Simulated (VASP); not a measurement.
Runs of VASP 6.6.1 on Rb. The structure is cubic, space group Im-3m (No. 229). The conventional cell has a = 5.612 Å, b = 5.612 Å, c = 5.612 Å, α = 90.00°, β = 90.00°, γ = 90.00°. 

```tsv
task	level	potentials or basis	spin	gap on the mesh (eV)	pressure (GPa)	moment (μB)
electric field gradients	LDA	VASP PAW LDA potentials, release 64 (Rb_sv)	off	none	-0.4	-
electric field gradients	PBE	VASP PAW PBE potentials, release 64 (Rb_sv)	non-collinear, zero start, SOC	-	0.1	0.00
electric field gradients	r2SCAN	VASP PAW PBE potentials, release 64 (Rb_sv)	off	none	0.2	-
electric field gradients	PBEsol	VASP PAW PBE potentials, release 64 (Rb_sv)	off	none	(a)	-
single point	PBE	VASP PAW PBE potentials, release 64 (Rb_sv)	non-collinear, zero start, SOC	-	0.1	0.00
single point	LDA	VASP PAW LDA potentials, release 64 (Rb_sv)	off	none	-0.4	-
```

Alike in all rows: cell as given; k mesh 8 × 8 × 8; cutoff (eV) 520; smearing fermi-dirac 0.05 eV.

Task: Fill in the values left out.

Result: (a) -0.1.

Caveats: the PAW data sets were made with another functional, which shifts forces and pressure a little (at least some runs).

A k mesh can miss the band edges, and rows without SOC leave out spin-orbit coupling on Rb.

A gap of «none» marks levels without a gap at the run's occupations.
